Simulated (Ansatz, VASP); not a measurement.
## One calculation of Al2Pt, two programs

```
Al Pt
1.0
    -3.02136    3.02136    2.63224
     3.02136   -3.02136    2.63224
     3.02136    3.02136   -2.63224
Al Pt
4 2
Direct
  0.16002 0.66002 0.82004
  0.66002 0.83998 0.50000
  0.83998 0.33998 0.17996
  0.33998 0.16002 0.50000
  0.75000 0.75000 0.00000
  0.25000 0.25000 0.00000
```

Alike in both runs: functional PBEsol; k mesh 10 × 10 × 10; occupations gaussian, width 0.1 eV; no spin polarisation.

Ansatz relaxed the structure, and its values are those at the end. VASP's run is a single point on that final structure, the one shown.

|  | VASP | Ansatz |
| --- | --- | --- |
| version | VASP 6.6.1 | Ansatz 0.2.0 |
| potentials or method | VASP PAW PBE potentials, release 64 (Al, Pt), cutoff 520 eV | scalar-relativistic, plane waves, PAW |
| valence electrons in the cell | 32 | 48 |

Ansatz gave:

```
gap on the k mesh at the Fermi level (eV) : none
pressure (GPa)                            : 0.0
```

Q: Which values does VASP return?

A: gap on the k mesh at the Fermi level (eV): none; pressure (GPa): -0.1.

VASP's potentials were made for PBE, not for PBEsol. A gap of «none» marks a metal or a gap that the smearing closes. VASP's potentials hold 32 valence electrons a cell and Ansatz's 48, so a difference there can come from the potentials and not from the codes.

Spin-orbit coupling is off throughout.
